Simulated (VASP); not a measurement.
**Nb3C5: single point with PBE**

The system is Nb3C5.

```
CELL_PARAMETERS angstrom
2.10786 -5.38553 0.00000
2.10786 5.38553 0.00000
0.00000 0.00000 9.73903
ATOMIC_POSITIONS crystal
Nb 0.15060 0.84940 0.96010
Nb 0.15060 0.84940 0.53990
Nb 0.73318 0.26682 0.75000
Nb 0.84940 0.15060 0.03990
Nb 0.84940 0.15060 0.46010
Nb 0.26682 0.73318 0.25000
C 0.93241 0.06759 0.81697
C 0.66615 0.33385 0.95534
C 0.93241 0.06759 0.68303
C 0.66615 0.33385 0.54466
C 0.06759 0.93241 0.18303
C 0.33385 0.66615 0.04466
C 0.06759 0.93241 0.31697
C 0.33385 0.66615 0.45534
C 0.19428 0.80572 0.75000
C 0.80572 0.19428 0.25000
```

```json
{
 "Program": "VASP 6.6.1",
 "Task": "single point",
 "Functional": "PBE",
 "Potentials or basis": "VASP PAW PBE potentials, release 64 (Nb_sv, C)",
 "Cutoff": "520 eV",
 "k mesh": "4 × 4 × 2",
 "Occupations": "gaussian, width 0.2 eV",
 "Spin": "no spin polarisation"
}
```

```
Pressure               : 0.0 GPa
Largest force          : 0.106 eV/Å
Band gap on the k mesh : zero (band 59 reaches 7.34 eV, above the bottom of band 60 at 5.95 eV)
```

Forces on the atoms (eV/Å):
```
Nb   0.000 -0.043 -0.007
Nb   0.000 -0.043  0.007
Nb   0.000  0.036  0.000
Nb   0.000  0.043  0.007
Nb   0.000  0.043 -0.007
Nb   0.000 -0.036  0.000
C    0.000 -0.013  0.105
C    0.000 -0.010  0.008
C    0.000 -0.013 -0.105
C    0.000 -0.010 -0.008
C    0.000  0.013 -0.105
C    0.000  0.010 -0.008
C    0.000  0.013  0.105
C    0.000  0.010  0.008
C    0.000 -0.001  0.000
C    0.000  0.001  0.000
```

Stress tensor (GPa, compression positive):
```
 0.02  0.00  0.00
 0.00  0.04  0.00
 0.00  0.00 -0.11
```

Levels at points of the mesh, in eV from the Fermi level:
```
           k point  band 55  band 56  band 57  band 58  band 59  band 60  band 61  band 62  band 63  band 64
(0.00, 0.00, 0.00)    -1.04    -0.83    -0.61    -0.46    -0.35     0.21     0.81     0.95     1.76     1.76
(0.50, 0.00, 0.00)    -2.12    -2.03    -1.31    -1.01    -0.91    -0.57     1.54     1.57     1.89     2.01
(0.50, 0.50, 0.00)    -0.89    -0.64    -0.38    -0.38    -0.23     0.40     0.76     1.05     1.05     1.40
(0.00, 0.00, 0.50)    -0.86    -0.86     0.03     0.03     0.30     0.30     0.62     0.62     1.56     1.56
(0.50, 0.00, 0.50)    -1.92    -1.92    -1.50    -1.50     0.00     0.00     0.95     0.95     1.89     1.89
(0.50, 0.50, 0.50)    -1.18    -1.18    -0.23    -0.23     0.82     0.82     0.83     0.83     1.48     1.48
```

Wall time 18 min on 1 thread of Intel(R) Xeon(R) Platinum 8488C (Sapphire Rapids) (shared host), peak memory 0.47 GiB.

Caveat: the k points lie up to 0.40 Å⁻¹ apart.
